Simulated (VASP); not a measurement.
# AgCl (P4/mmm) in VASP: a series of runs, part 2 of 2

VASP 6.6.1.

### Step 4. Electric field gradients, PBE (zz strain of -1 %)

INCAR reads:

```
SYSTEM = AgCl
  ALGO = Normal
  EDIFF = 1E-8
  ENCUT = 520
  GGA = PE
  ISIF = 2
  ISMEAR = -1
  LASPH = .True.
  LCHARG = .False.
  LEFG = .True.
  LREAL = .False.
  LWAVE = .False.
  NBANDS = 16
  NELM = 100
  PREC = Accurate
  SIGMA = 0.01
```

KPOINTS reads:

```
k-points
0
Gamma
  9 9 9
  0 0 0
```

POSCAR reads:

```
AgCl
1.0
    3.4339730000      0.0000000000      0.0000000000
    0.0000000000      3.4339730000      0.0000000000
    0.0000000000      0.0000000000      3.3996332700
Ag Cl
1 1
Direct
    0.0000000000      0.0000000000      0.0000000000
    0.5000000000      0.5000000000      0.5000000000
```

Potentials or basis: VASP PAW PBE potentials, release 64 (Ag, Cl).

The run is started by

```bash
$ cat potpaw_PBE.64/Ag/POTCAR potpaw_PBE.64/Cl/POTCAR > POTCAR
$ mpirun -np 1 vasp_std > vasp.out
```

OUTCAR:

```text
SYSTEM = AgCl
   EDIFF = 1E-8
   ENCUT = 520
   GGA = PE
   ISIF = 2
   ISMEAR = -1
   LASPH = .True.
   LREAL = .False.
   NELM = 100
   PREC = Accurate

 ion  position               nearest neighbor table
   1  0.000  0.000  0.000-   2 2.96   2 2.96   2 2.96   2 2.96   2 2.96   2 2.96   2 2.96   2 2.96

   2  0.500  0.500  0.500-   1 2.96   1 2.96   1 2.96   1 2.96   1 2.96   1 2.96   1 2.96   1 2.96

  LATTYP: Found a simple tetragonal cell.
 ALAT       =     3.4339730000
 C/A-ratio  =     0.9900000000

  Lattice vectors:

 A1 = (   3.4339730000,   0.0000000000,   0.0000000000)
 A2 = (   0.0000000000,   3.4339730000,   0.0000000000)
 A3 = (   0.0000000000,   0.0000000000,   3.3996332700)

Analysis of symmetry for initial positions (statically):
=====================================================================
 Subroutine PRICEL returns:
 Original cell was already a primitive cell.

 Routine SETGRP: Setting up the symmetry group for a
 simple tetragonal supercell.

 Subroutine GETGRP returns: Found 16 space group operations
 (whereof 16 operations were pure point group operations)
 out of a pool of 16 trial point group operations.

The static configuration has the point symmetry D_4h.

Analysis of symmetry for dynamics (positions and initial velocities):
=====================================================================
 Subroutine PRICEL returns:
 Original cell was already a primitive cell.

 Routine SETGRP: Setting up the symmetry group for a
 simple tetragonal supercell.

 Subroutine GETGRP returns: Found 16 space group operations
 (whereof 16 operations were pure point group operations)
[... 162 lines left out ...]
      4       2.2044      2.00000
      5       2.2158      2.00000
      6       2.2158      2.00000
[... 433 lines left out ...]
      3       0.9432      2.00000
      4       1.3411      2.00000
      5       1.4928      2.00000
      6       2.1656      2.00000
[... 8 lines left out ...]
     15      18.9719      0.00000
     16      20.8477      0.00000

 [... further k-points ...]

------------------------ aborting loop because EDIFF is reached ----------------------------------------

  FORCE on cell =-STRESS in cart. coord.  units (eV):
  Direction    XX          YY          ZZ          XY          YZ          ZX
  --------------------------------------------------------------------------------------
  -------------------------------------------------------------------------------------
  Total        0.0155187      0.0155187      0.1399249      0.0000000     -0.0000000      0.0000000
  in kB        0.6202121      0.6202121      5.5921627      0.0000000     -0.0000000      0.0000000
  external PRESSURE =       2.2775289 kB  Pullay stress =       0.0000000 kB

 VOLUME and BASIS-vectors are now :
 -----------------------------------------------------------------------------
  energy-cutoff  :      520.00
  volume of cell :       40.09
      direct lattice vectors                 reciprocal lattice vectors
     3.433973000  0.000000000  0.000000000     0.291207881  0.000000000  0.000000000
     0.000000000  3.433973000  0.000000000     0.000000000  0.291207881  0.000000000
     0.000000000  0.000000000  3.399633270     0.000000000  0.000000000  0.294149375

 POSITION                                       TOTAL-FORCE (eV/Angst)
 -----------------------------------------------------------------------------------
      0.00000      0.00000      0.00000         0.000000      0.000000      0.000000
      1.71699      1.71699      1.69982         0.000000      0.000000      0.000000
 -----------------------------------------------------------------------------------
    total drift:                                0.000000      0.000000      0.000000

  FREE ENERGIE OF THE ION-ELECTRON SYSTEM (eV)
  ---------------------------------------------------
  free  energy   TOTEN  =        -5.1216636137 eV

  energy  without entropy=       -5.1216636137  energy(sigma->0) =       -5.12166361

 Electric field gradients (V/A^2)
---------------------------------------------------------------------
 ion       V_xx      V_yy      V_zz      V_xy      V_xz      V_yz
---------------------------------------------------------------------
   1      -0.486    -0.486     0.972     0.000    -0.000    -0.000
   2       2.340     2.340    -4.681     0.000     0.000     0.000
---------------------------------------------------------------------

 Electric field gradients after diagonalization (V/A^2)
 (convention: |V_zz| > |V_xx| > |V_yy|)
----------------------------------------------------------------------
 ion       V_xx      V_yy      V_zz     asymmetry (V_yy - V_xx)/ V_zz
----------------------------------------------------------------------
   1      -0.486    -0.486     0.972       0.000
   2       2.340     2.340    -4.681       0.000
----------------------------------------------------------------------

           NMR quadrupolar parameters

 Cq : quadrupolar parameter    Cq=e*Q*V_zz/h
 eta: asymmetry parameters     (V_yy - V_xx)/ V_zz
 Q  : nuclear electric quadrupole moment in mb (millibarn)
----------------------------------------------------------------------
 ion       Cq(MHz)       eta       Q (mb)
----------------------------------------------------------------------
   1       0.002       0.000       1.000
   2      -0.011       0.000       1.000
----------------------------------------------------------------------
```

stdout:

```text
POSCAR found type information on POSCAR AgCl
 POSCAR found :  2 types and       2 ions
 scaLAPACK will be used
 LDA part: xc-table for (Slater+PW92), standard interpolation
 POSCAR, INCAR and KPOINTS ok, starting setup
 FFT: planning ... GRIDC
 FFT: planning ... GRID_SOFT
 FFT: planning ... GRID
 WAVECAR not read
 entering main loop
ion   1

ion   2
```

Run time: 38 s. Hardware: 1 thread of AMD EPYC 7R13 (Zen 3), shared host; peak memory 0.15 GiB.

What came out:

```
Free energy                             : -5.1217 eV
Pressure                                : 0.2 GPa
Band gap on the k mesh                  : 0.60 eV (least direct gap 2.05 eV)
Largest electric field gradient by atom : Ag +1.0; Cl -4.7 V/Å²
```

Stress tensor (GPa, compression positive):
```
0.06 0.00 0.00
0.00 0.06 0.00
0.00 0.00 0.56
```

Levels at points of the mesh, in eV from the valence-band top:
| k point | band 6 | band 7 | band 8 | band 9 | band 10 | band 11 | band 12 | band 13 |
| --- | --- | --- | --- | --- | --- | --- | --- | --- |
| (0.00, 0.00, 0.00) | -1.77 | -1.55 | -1.55 | -1.45 | 0.60 | 9.41 | 9.48 | 13.70 |

Electric field gradients, principal values (V/Å²):
```csv
atom,least,middle,greatest (by size)
1 Ag,-0.486,-0.486,0.972
2 Cl,2.340,2.340,-4.681
```

Caveat: the cell differs from its parent crystal (zz strain of -1 %); without QUAD_EFG the Cq values of the log hold for a quadrupole moment of 1 mb, not for the nuclei; an odd mesh through Γ misses points on the zone boundary, where band edges can lie.

### Step 5. Electric field gradients, PBE (zz strain of -1 %)

INCAR reads:

```
PREC = Accurate
ENCUT = 520
EDIFF = 1E-8
ISMEAR = -1
SIGMA = 0.01
LREAL = F
LASPH = T
NELM = 100
ALGO = Normal
ISIF = 2
LWAVE = F
LCHARG = F
GGA = PE
LEFG = T
NBANDS = 16
```

KPOINTS reads:

```
regular mesh
0
Gamma
  9 9 9
```

POSCAR is that of step 4.

Potentials or basis: VASP PAW PBE potentials, release 64 (Ag, Cl).

The run is started by

```bash
$ cat potpaw_PBE.64/Ag/POTCAR potpaw_PBE.64/Cl/POTCAR > POTCAR
$ mpirun -np 1 vasp_std > vasp.out
```

OUTCAR:

```text
PREC = Accurate
   ENCUT = 520
   EDIFF = 1E-8
   ISMEAR = -1
   LREAL = F
   LASPH = T
   NELM = 100
   ISIF = 2
   GGA = PE

 ion  position               nearest neighbor table
   1  0.000  0.000  0.000-   2 2.96   2 2.96   2 2.96   2 2.96   2 2.96   2 2.96   2 2.96   2 2.96

   2  0.500  0.500  0.500-   1 2.96   1 2.96   1 2.96   1 2.96   1 2.96   1 2.96   1 2.96   1 2.96

  LATTYP: Found a simple tetragonal cell.
 ALAT       =     3.4339730000
 C/A-ratio  =     0.9900000000

  Lattice vectors:

 A1 = (   3.4339730000,   0.0000000000,   0.0000000000)
 A2 = (   0.0000000000,   3.4339730000,   0.0000000000)
 A3 = (   0.0000000000,   0.0000000000,   3.3996332700)

Analysis of symmetry for initial positions (statically):
=====================================================================
 Subroutine PRICEL returns:
 Original cell was already a primitive cell.

 Routine SETGRP: Setting up the symmetry group for a
 simple tetragonal supercell.

 Subroutine GETGRP returns: Found 16 space group operations
 (whereof 16 operations were pure point group operations)
 out of a pool of 16 trial point group operations.

The static configuration has the point symmetry D_4h.

Analysis of symmetry for dynamics (positions and initial velocities):
=====================================================================
 Subroutine PRICEL returns:
 Original cell was already a primitive cell.

 Routine SETGRP: Setting up the symmetry group for a
 simple tetragonal supercell.

 Subroutine GETGRP returns: Found 16 space group operations
 (whereof 16 operations were pure point group operations)
 out of a pool of 16 trial point group operations.

The dynamic configuration has the point symmetry D_4h.

 Subroutine INISYM returns: Found 16 space group operations
 (whereof 16 operations are pure point group operations),
 and found     1 'primitive' translations

----------------------------------------------------------------------------------------

                                     Primitive cell

  volume of cell :      40.0891

  direct lattice vectors                    reciprocal lattice vectors
     3.433973000  0.000000000  0.000000000     0.291207881  0.000000000  0.000000000
     0.000000000  3.433973000  0.000000000     0.000000000  0.291207881  0.000000000
     0.000000000  0.000000000  3.399633270     0.000000000  0.000000000  0.294149375

  length of vectors
     3.433973000  3.433973000  3.399633270     0.291207881  0.291207881  0.294149375

  position of ions in fractional coordinates (direct lattice)
     0.000000000  0.000000000  0.000000000
     0.500000000  0.500000000  0.500000000

  ion indices of the primitive-cell ions
   primitive index   ion index
                 1           1
                 2           2

----------------------------------------------------------------------------------------

 KPOINTS: regular mesh

Automatic generation of k-mesh.
[... 73 lines left out ...]
   ISYM   =      2    0-nonsym 1-usesym 2-fastsym
   POTIM  = 0.5000    time-step for ionic-motion
   TEBEG  =    0.0;   TEEND  =   0.0 temperature during run
   PSTRESS=    0.0 pullay stress
   NELECT =      18.0000    total number of electrons
   NUPDOWN=      -1.0000    fix difference up-down
   EMIN   =  10.00;   EMAX   =-10.00  energy-range for DOS
   EFERMI =   0.00;   METHOD = LEGACY
   ISMEAR =    -1;   SIGMA  =   0.01  broadening in eV -4-tet -1-fermi 0-gaus
   EFERMI_NEDOS =   21; number of points for ismear=-14 and -15
   IALGO  =     38    algorithm
   IMIX   =      4    mixing-type and parameters
     AMIX     =   0.40;   BMIX     =  1.00
     AMIX_MAG =   1.60;   BMIX_MAG =  1.00
  volume/ion in A,a.u.               =      20.04       135.27
  Fermi-wavevector in a.u.,A,eV,Ry     =   1.253594  2.368950 21.381542  1.571499
  Thomas-Fermi vector in A             =   2.387440
   LORBIT       =      0    0 simple, 1 ext, 2 COOP (PROOUT), +10 PAW based schemes
   GGA     = PE    functional components
   LHFCALC =     F    Hartree Fock is set to
   AEXX    =    0.0000 exact exchange contribution
   IVDW    =     0    specifies the selected vdW correction
   LEPSILON=     F    determine dielectric tensor
   LRPA    =     F    only Hartree local field effects (RPA)
 non-spin polarized calculation
  energy-cutoff  :      520.00
  volume of cell :       40.09
 maximum number of plane-waves:      1092
 NGX is ok and might be reduce to    28
   NGX = 13   NGY = 13   NGZ = 13

 number of electron      18.0000003 magnetization

 Free energy of the ion-electron system (eV)
  ---------------------------------------------------
  ext. energy  EPLUGINS =         0.00000000
  ---------------------------------------------------
  free energy    TOTEN  =        -5.12166361 eV

  energy without entropy =       -5.12166361  energy(sigma->0) =       -5.12166361

 E-fermi :   4.1987     XC(G=0): -10.4384

 val. band max:        3.9908451112   @ k =   0.4444   0.0000   0.0000
 cond. band min:       4.5860807921   @ k =   0.0000   0.0000   0.0000
 fundamental gap:      0.5952356809
 Fermi energy:         4.1986749577

 k-point     1 :       0.0000    0.0000    0.0000
  band No.  band energies     occupation
      1     -10.6214      2.00000
      2       1.2448      2.00000
      3       1.2632      2.00000
      4       2.2044      2.00000
      5       2.2158      2.00000
      6       2.2158      2.00000
[... 433 lines left out ...]
      3       0.9432      2.00000
      4       1.3411      2.00000
      5       1.4928      2.00000
      6       2.1656      2.00000
[... 8 lines left out ...]
     15      18.9719      0.00000
     16      20.8477      0.00000

 [... further k-points ...]

------------------------ aborting loop because EDIFF is reached ----------------------------------------

  FORCE on cell =-STRESS in cart. coord.  units (eV):
  Direction    XX          YY          ZZ          XY          YZ          ZX
  --------------------------------------------------------------------------------------
  -------------------------------------------------------------------------------------
  Total        0.0155187      0.0155187      0.1399249      0.0000000     -0.0000000      0.0000000
  in kB        0.6202121      0.6202121      5.5921627      0.0000000     -0.0000000      0.0000000
  external PRESSURE =       2.2775289 kB  Pullay stress =       0.0000000 kB

 VOLUME and BASIS-vectors are now :
 -----------------------------------------------------------------------------
  energy-cutoff  :      520.00
  volume of cell :       40.09
      direct lattice vectors                 reciprocal lattice vectors
     3.433973000  0.000000000  0.000000000     0.291207881  0.000000000  0.000000000
     0.000000000  3.433973000  0.000000000     0.000000000  0.291207881  0.000000000
     0.000000000  0.000000000  3.399633270     0.000000000  0.000000000  0.294149375

 POSITION                                       TOTAL-FORCE (eV/Angst)
 -----------------------------------------------------------------------------------
      0.00000      0.00000      0.00000         0.000000      0.000000      0.000000
      1.71699      1.71699      1.69982         0.000000      0.000000      0.000000
 -----------------------------------------------------------------------------------
    total drift:                                0.000000      0.000000      0.000000

  FREE ENERGIE OF THE ION-ELECTRON SYSTEM (eV)
  ---------------------------------------------------
  free  energy   TOTEN  =        -5.1216636137 eV

  energy  without entropy=       -5.1216636137  energy(sigma->0) =       -5.12166361

 Electric field gradients (V/A^2)
---------------------------------------------------------------------
 ion       V_xx      V_yy      V_zz      V_xy      V_xz      V_yz
---------------------------------------------------------------------
   1      -0.486    -0.486     0.972     0.000    -0.000    -0.000
   2       2.340     2.340    -4.681     0.000     0.000     0.000
---------------------------------------------------------------------

 Electric field gradients after diagonalization (V/A^2)
 (convention: |V_zz| > |V_xx| > |V_yy|)
----------------------------------------------------------------------
 ion       V_xx      V_yy      V_zz     asymmetry (V_yy - V_xx)/ V_zz
----------------------------------------------------------------------
   1      -0.486    -0.486     0.972       0.000
   2       2.340     2.340    -4.681       0.000
----------------------------------------------------------------------

           NMR quadrupolar parameters

 Cq : quadrupolar parameter    Cq=e*Q*V_zz/h
 eta: asymmetry parameters     (V_yy - V_xx)/ V_zz
 Q  : nuclear electric quadrupole moment in mb (millibarn)
----------------------------------------------------------------------
 ion       Cq(MHz)       eta       Q (mb)
----------------------------------------------------------------------
   1       0.002       0.000       1.000
   2      -0.011       0.000       1.000
----------------------------------------------------------------------
```

OSZICAR:

```text
N       E                     dE             d eps       ncg     rms          rms(c)
DAV:   1     0.100968416645E+03    0.10097E+03   -0.86961E+03  2424   0.102E+03
DAV:   2    -0.175042325967E+01   -0.10272E+03   -0.94486E+02  3048   0.224E+02
DAV:   3    -0.539719120298E+01   -0.36468E+01   -0.36381E+01  2896   0.441E+01
DAV:   4    -0.542083336383E+01   -0.23642E-01   -0.23641E-01  3128   0.391E+00
DAV:   5    -0.542111622647E+01   -0.28286E-03   -0.28286E-03  2976   0.415E-01    0.554E+00
DAV:   6    -0.513440201362E+01    0.28671E+00   -0.35533E-01  2952   0.854E+00    0.372E+00
DAV:   7    -0.512527814381E+01    0.91239E-02   -0.13727E-01  2640   0.248E+00    0.208E+00
DAV:   8    -0.512191702174E+01    0.33611E-02   -0.73701E-03  2880   0.868E-01    0.395E-01
DAV:   9    -0.512162396843E+01    0.29305E-03   -0.70602E-04  3160   0.400E-01    0.557E-02
DAV:  10    -0.512165584862E+01   -0.31880E-04   -0.12893E-04  2832   0.117E-01    0.453E-02
DAV:  11    -0.512166390791E+01   -0.80593E-05   -0.73034E-06  2776   0.228E-02    0.820E-03
DAV:  12    -0.512166366191E+01    0.24600E-06   -0.59034E-07  3080   0.664E-03    0.268E-03
DAV:  13    -0.512166373171E+01   -0.69804E-07   -0.21408E-07  2680   0.305E-03    0.203E-03
DAV:  14    -0.512166362185E+01    0.10987E-06   -0.34216E-08  2904   0.140E-03    0.730E-04
DAV:  15    -0.512166361375E+01    0.81006E-08   -0.38079E-09  1400   0.434E-04
   1 F= -.51216636E+01 E0= -.51216636E+01  d E =-.295556E-11
```

stdout:

```text
POSCAR found type information on POSCAR AgCl
 POSCAR found :  2 types and       2 ions
 scaLAPACK will be used
 LDA part: xc-table for (Slater+PW92), standard interpolation
 POSCAR, INCAR and KPOINTS ok, starting setup
 FFT: planning ... GRIDC
 FFT: planning ... GRID_SOFT
 FFT: planning ... GRID
 WAVECAR not read
 entering main loop
ion   1

ion   2
```

It took 40 s on 1 thread of AMD EPYC 7R13 (Zen 3), shared host; peak memory 0.15 GiB.

Results:

```yaml
Free_energy: -5.1217 eV
Pressure: 0.2 GPa
Band_gap_on_the_k_mesh: 0.60 eV (least direct gap 2.05 eV)
Largest_electric_field_gradient_by_atom: Ag +1.0; Cl -4.7 V/Å²
```

Electric field gradients, principal values (V/Å²):
| atom | least | middle | greatest (by size) |
| --- | --- | --- | --- |
| 1 Ag | -0.486 | -0.486 | 0.972 |
| 2 Cl | 2.340 | 2.340 | -4.681 |

Caveat: the cell differs from its parent crystal (zz strain of -1 %); without QUAD_EFG the Cq values of the log hold for a quadrupole moment of 1 mb, not for the nuclei; an odd mesh through Γ misses points on the zone boundary, where band edges can lie.
